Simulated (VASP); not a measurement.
# TaN (Fm-3m) in VASP: single point with r2SCAN

Aim: the single point of TaN with r2SCAN.

Program: VASP 6.6.1. These are calculated values, not measurements. Logs are shortened: lines on timing, memory, paths and dates and some standing lists are left out, and cuts for length are marked.

## (1) The cell of the first run

It takes space group Fm-3m (No. 225, cubic). Conventional cell: a = 4.396 Å, b = 4.396 Å, c = 4.396 Å, α = 90.00°, β = 90.00°, γ = 90.00°. Within 2.9 Å of Ta (site symmetry m-3m) lie 6 N at 2.20 Å. N (site symmetry m-3m) has 6 Ta at 2.20 Å within 2.9 Å.

## (2) Single point, r2SCAN

POSCAR

```
TaN
1.0
    0.0000000000      2.1981550872      2.1981550872
    2.1981550872      0.0000000000      2.1981550872
    2.1981550872      2.1981550872      0.0000000000
Ta N
1 1
Direct
    0.5000000000      0.5000000000      0.5000000000
    0.0000000000      0.0000000000      0.0000000000
```

INCAR.step1

```
PREC = Accurate
ENCUT = 520
ISMEAR = 0
SIGMA = 0.1
LREAL = F
LASPH = T
NELM = 80
NBANDS = 15
GGA = PE
ALGO = Normal
EDIFF = 1E-4
LWAVE = T
LCHARG = F
```

INCAR.step2

```
PREC = Accurate
ENCUT = 520
EDIFF = 1E-6
ISMEAR = 0
SIGMA = 0.1
LREAL = F
LASPH = T
NELM = 80
ALGO = Normal
ISIF = 2
LWAVE = F
LCHARG = F
METAGGA = R2SCAN
LMIXTAU = T
NBANDS = 15
ISTART = 1
```

KPOINTS

```
regular mesh
0
Gamma
  22 22 22
```

Potentials or basis: VASP PAW PBE potentials, release 64 (Ta_pv, N).

Run with:

```sh
> cat potpaw_PBE.64/Ta_pv/POTCAR potpaw_PBE.64/N/POTCAR > POTCAR
> cp INCAR.step1 INCAR
> mpirun -np 1 vasp_std > vasp.out
> cp INCAR.step2 INCAR
> mpirun -np 1 vasp_std > vasp.out
```

OUTCAR:

```text
PREC = Accurate
   ENCUT = 520
   EDIFF = 1E-6
   ISMEAR = 0
   LREAL = F
   LASPH = T
   NELM = 80
   ISIF = 2
   METAGGA = R2SCAN
   ISTART = 1

 ion  position               nearest neighbor table
   1  0.500  0.500  0.500-   2 2.20   2 2.20   2 2.20   2 2.20   2 2.20   2 2.20
   2  0.000  0.000  0.000-   1 2.20   1 2.20   1 2.20   1 2.20   1 2.20   1 2.20

  LATTYP: Found a face centered cubic cell.
 ALAT       =     4.3963101744

  Lattice vectors:

 A1 = (   0.0000000000,   2.1981550872,   2.1981550872)
 A2 = (   2.1981550872,   0.0000000000,   2.1981550872)
 A3 = (   2.1981550872,   2.1981550872,   0.0000000000)

Analysis of symmetry for initial positions (statically):
=====================================================================
 Subroutine PRICEL returns:
 Original cell was already a primitive cell.

 Routine SETGRP: Setting up the symmetry group for a
 face centered cubic supercell.

 Subroutine GETGRP returns: Found 48 space group operations
 (whereof 48 operations were pure point group operations)
 out of a pool of 48 trial point group operations.

The static configuration has the point symmetry O_h .

Analysis of symmetry for dynamics (positions and initial velocities):
=====================================================================
 Subroutine PRICEL returns:
 Original cell was already a primitive cell.

 Routine SETGRP: Setting up the symmetry group for a
 face centered cubic supercell.

 Subroutine GETGRP returns: Found 48 space group operations
 (whereof 48 operations were pure point group operations)
 out of a pool of 48 trial point group operations.

The dynamic configuration has the point symmetry O_h .

 Subroutine INISYM returns: Found 48 space group operations
 (whereof 48 operations are pure point group operations),
 and found     1 'primitive' translations

----------------------------------------------------------------------------------------

                                     Primitive cell

  volume of cell :      21.2425

  direct lattice vectors                    reciprocal lattice vectors
     0.000000000  2.198155087  2.198155087    -0.227463477  0.227463477  0.227463477
     2.198155087  0.000000000  2.198155087     0.227463477 -0.227463477  0.227463477
     2.198155087  2.198155087  0.000000000     0.227463477  0.227463477 -0.227463477

  length of vectors
     3.108660737  3.108660737  3.108660737     0.393978300  0.393978300  0.393978300

  position of ions in fractional coordinates (direct lattice)
     0.500000000  0.500000000  0.500000000
     0.000000000  0.000000000  0.000000000

  ion indices of the primitive-cell ions
   primitive index   ion index
                 1           1
                 2           2

----------------------------------------------------------------------------------------

 KPOINTS: regular mesh

Automatic generation of k-mesh.
 Grid dimensions read from file:
 generate k-points for:   22   22   22

 Generating k-lattice:

  Cartesian coordinates                     Fractional coordinates (reciprocal lattice)
    -0.010339249  0.010339249  0.010339249     0.045454545  0.000000000  0.000000000
     0.010339249 -0.010339249  0.010339249     0.000000000  0.045454545  0.000000000
     0.010339249  0.010339249 -0.010339249     0.000000000  0.000000000  0.045454545

  Length of vectors
     0.017908105  0.017908105  0.017908105

  Shift w.r.t. Gamma in fractional coordinates (k-lattice)
     0.000000000  0.000000000  0.000000000

 Subroutine IBZKPT returns following result:
 ===========================================

 Found    328 irreducible k-points:

 Following reciprocal coordinates:
            Coordinates               Weight
  0.000000  0.000000  0.000000      1.000000
  0.045455  0.000000  0.000000      8.000000
  0.090909  0.000000  0.000000      8.000000
  0.136364  0.000000  0.000000      8.000000
  0.181818  0.000000  0.000000      8.000000
  0.227273  0.000000  0.000000      8.000000
[... 16 lines left out ...]
  0.500000  0.045455  0.000000     24.000000
 -0.454545  0.045455  0.000000     24.000000
 [... further k-points ...]
   k-points           NKPTS =    328   k-points in BZ     NKDIM =    328   number of bands    NBANDS=     15
   number of dos      NEDOS =    301   number of ions     NIONS =      2
   total plane-waves  NPLWV =  13824
   dimension x,y,z NGX =    24 NGY =   24 NGZ =   24
   dimension x,y,z NGXF=    48 NGYF=   48 NGZF=   48
   ions per type =               1   1
   NGX,Y,Z   is equivalent  to a cutoff of  12.83, 12.83, 12.83 a.u.
   NGXF,Y,Z  is equivalent  to a cutoff of  25.67, 25.67, 25.67 a.u.
 SYSTEM =  unknown system
   PREC   = accura    normal or accurate (medium, high low for compatibility)
   ISTART =      1    job   : 0-new  1-cont  2-samecut
   ICHARG =      0    charge: 1-file 2-atom 10-const
   ISPIN  =      1    spin polarized calculation?
   LNONCOLLINEAR =      F non collinear calculations
   LSORBIT =      F    spin-orbit coupling
   LASPH  =      T    aspherical Exc in radial PAW
   ENCUT  =  520.0 eV  38.22 Ry    6.18 a.u.   5.78  5.78  5.78*2*pi/ulx,y,z
   NELM   =     80;   NELMIN=  2; NELMDL=  0     # of ELM steps
   EDIFF  = 0.1E-05   stopping-criterion for ELM
   LREAL  =      F    real-space projection
   EDIFFG = 0.1E-04   stopping-criterion for IOM
   NSW    =      0    number of steps for IOM
   IBRION =     -1    ionic relax: 0-MD 1-quasi-New 2-CG
   NFREE  =      0    steps in history (QN), initial steepest desc. (CG)
   ISIF   =      2    stress and relaxation
   ISYM   =      2    0-nonsym 1-usesym 2-fastsym
   POTIM  = 0.5000    time-step for ionic-motion
   TEBEG  =    0.0;   TEEND  =   0.0 temperature during run
   PSTRESS=    0.0 pullay stress
   NELECT =      16.0000    total number of electrons
   NUPDOWN=      -1.0000    fix difference up-down
   EMIN   =  10.00;   EMAX   =-10.00  energy-range for DOS
   EFERMI =   0.00;   METHOD = LEGACY
   ISMEAR =     0;   SIGMA  =   0.10  broadening in eV -4-tet -1-fermi 0-gaus
   EFERMI_NEDOS =   21; number of points for ismear=-14 and -15
   IALGO  =     38    algorithm
   IMIX   =      4    mixing-type and parameters
     AMIX     =   0.40;   BMIX     =  1.00
     AMIX_MAG =   1.60;   BMIX_MAG =  1.00
  volume/ion in A,a.u.               =      10.62        71.68
  Fermi-wavevector in a.u.,A,eV,Ry     =   1.489521  2.814786 30.186858  2.218671
  Thomas-Fermi vector in A             =   2.602419
   LORBIT       =      0    0 simple, 1 ext, 2 COOP (PROOUT), +10 PAW based schemes
   METAGGA = R2SCAN    functional components
   LHFCALC =     F    Hartree Fock is set to
   AEXX    =    0.0000 exact exchange contribution
   IVDW    =     0    specifies the selected vdW correction
   LEPSILON=     F    determine dielectric tensor
   LRPA    =     F    only Hartree local field effects (RPA)
 non-spin polarized calculation
 Gauss-broadening in eV      SIGMA  =   0.10
  energy-cutoff  :      520.00
  volume of cell :       21.24
 maximum number of plane-waves:       588
   NGX = 11   NGY = 11   NGZ = 11

 number of electron      16.0000002 magnetization

 Free energy of the ion-electron system (eV)
  ---------------------------------------------------
  ext. energy  EPLUGINS =         0.00000000
  ---------------------------------------------------
  free energy    TOTEN  =       -59.62748231 eV

  energy without entropy =      -59.62333632  energy(sigma->0) =      -59.62540931

 E-fermi :   9.6004     XC(G=0): -14.4624

 val. band max:        9.5942333557   @ k =  -0.3182   0.3182   0.1364
 cond. band min:       9.6156832687   @ k =  -0.3182   0.0909   0.0000
 fundamental gap:      0.0214499130
 Fermi energy:         9.6004160522

 k-point     1 :       0.0000    0.0000    0.0000
  band No.  band energies     occupation
      1     -27.5261      2.00000
      2     -27.5261      2.00000
      3     -27.5261      2.00000
      4     -10.3989      2.00000
      5       5.4755      2.00000
      6       5.4755      2.00000
      7       5.4755      2.00000
      8       7.4543      2.00000
      9       7.4543      2.00000
     10       7.4543      2.00000
     11       9.7545      0.02937
     12       9.7545      0.02937
     13      11.4122      0.00000
     14      19.1781      0.00000
     15      19.6083      0.00000

 k-point     2 :       0.0455    0.0000    0.0000
  band No.  band energies     occupation
      1     -27.5456      2.00000
      2     -27.5278      2.00000
      3     -27.5278      2.00000
      4     -10.3477      2.00000
      5       5.1887      2.00000
      6       5.2871      2.00000
      7       5.2871      2.00000
      8       7.5427      2.00000
      9       7.5427      2.00000
     10       7.5861      2.00000
     11       9.9692      0.00000
     12       9.9692      0.00000
     13      11.5735      0.00000
     14      19.1781      0.00000
     15      19.7682      0.00000

 k-point     3 :       0.0909    0.0000    0.0000
  band No.  band energies     occupation
      1     -27.6019      2.00000
      2     -27.5328      2.00000
      3     -27.5328      2.00000
      4     -10.1973      2.00000
      5       4.5200      2.00000
      6       4.8350      2.00000
      7       4.8350      2.00000
      8       7.7643      2.00000
      9       7.7643      2.00000
     10       7.8365      2.00000
     11      10.5408      0.00000
     12      10.5408      0.00000
     13      12.0174      0.00000
     14      19.1779      0.00000
     15      20.2280      0.00000

 k-point     4 :       0.1364    0.0000    0.0000
  band No.  band energies     occupation
      1     -27.6893      2.00000
      2     -27.5405      2.00000
      3     -27.5405      2.00000
      4      -9.9565      2.00000
      5       3.6952      2.00000
      6       4.2823      2.00000
      7       4.2824      2.00000
      8       8.0787      2.00000
      9       8.0787      2.00000
     10       8.0895      2.00000
     11      11.3355      0.00000
     12      11.3355      0.00000
     13      12.6485      0.00000
     14      19.1779      0.00000
     15      20.9239      0.00000
[... 307 lines left out ...]
 k-point    22 :       0.4545    0.0455    0.0000
  band No.  band energies     occupation
      1     -28.3738      2.00000
      2     -27.6136      2.00000
      3     -27.6129      2.00000
      4      -7.5571      2.00000
      5      -0.9566      2.00000
      6       1.6884      2.00000
      7       1.7756      2.00000
      8      10.7153      0.00000
      9      11.4965      0.00000
     10      11.5394      0.00000
     11      14.3085      0.00000
     12      16.8329      0.00000
     13      17.3358      0.00000
     14      19.1733      0.00000
     15      21.8653      0.00000

 k-point    23 :       0.5000    0.0455    0.0000
  band No.  band energies     occupation
      1     -28.4008      2.00000
      2     -27.6193      2.00000
      3     -27.6128      2.00000
      4      -7.4262      2.00000
      5      -1.1410      2.00000
      6       1.6448      2.00000
      7       1.6666      2.00000
      8      11.2290      0.00000
      9      11.5756      0.00000
     10      11.6849      0.00000
     11      13.9937      0.00000
     12      17.3195      0.00000
     13      17.4536      0.00000
     14      19.1731      0.00000
     15      21.8377      0.00000

 k-point    24 :      -0.4545    0.0455    0.0000
  band No.  band energies     occupation
      1     -28.3953      2.00000
      2     -27.6224      2.00000
      3     -27.6086      2.00000
      4      -7.4518      2.00000
      5      -1.1056      2.00000
      6       1.6474      2.00000
      7       1.6930      2.00000
      8      11.2700      0.00000
      9      11.4144      0.00000
     10      11.6302      0.00000
     11      14.0842      0.00000
     12      17.1886      0.00000
     13      17.4582      0.00000
     14      19.1732      0.00000
     15      21.8599      0.00000

 [... further k-points ...]

------------------------ aborting loop because EDIFF is reached ----------------------------------------

  FORCE on cell =-STRESS in cart. coord.  units (eV):
  Direction    XX          YY          ZZ          XY          YZ          ZX
  --------------------------------------------------------------------------------------
  -------------------------------------------------------------------------------------
  Total        0.2574709      0.2574709      0.2574709     -0.0000000     -0.0000000      0.0000000
  in kB       19.4193109     19.4193109     19.4193109     -0.0000000     -0.0000000      0.0000000
  external PRESSURE =      19.4193109 kB  Pullay stress =       0.0000000 kB

 VOLUME and BASIS-vectors are now :
 -----------------------------------------------------------------------------
  energy-cutoff  :      520.00
  volume of cell :       21.24
      direct lattice vectors                 reciprocal lattice vectors
     0.000000000  2.198155087  2.198155087    -0.227463477  0.227463477  0.227463477
     2.198155087  0.000000000  2.198155087     0.227463477 -0.227463477  0.227463477
     2.198155087  2.198155087  0.000000000     0.227463477  0.227463477 -0.227463477

 POSITION                                       TOTAL-FORCE (eV/Angst)
 -----------------------------------------------------------------------------------
      2.19816      2.19816      2.19816        -0.000000     -0.000000      0.000000
      0.00000      0.00000      0.00000         0.000000      0.000000     -0.000000
 -----------------------------------------------------------------------------------
    total drift:                                0.000000     -0.000000     -0.000000

  FREE ENERGIE OF THE ION-ELECTRON SYSTEM (eV)
  ---------------------------------------------------
  free  energy   TOTEN  =       -59.6274823087 eV

  energy  without entropy=      -59.6233363207  energy(sigma->0) =      -59.62540931
```

Wall time 1.8 min (1 thread of Intel Xeon 6975P-C (Granite Rapids), shared host); peak memory 0.23 GiB.

Results:

```yaml
Free_energy: -59.6275 eV
Pressure: 1.9 GPa
Band_gap_on_the_k_mesh: zero (bands 8 and 9 overlap by 4.10 eV)
```

Caveat: the PAW data sets were made with another functional, which shifts forces and pressure a little; spin-orbit coupling is left out, which moves the levels of the heavy elements.
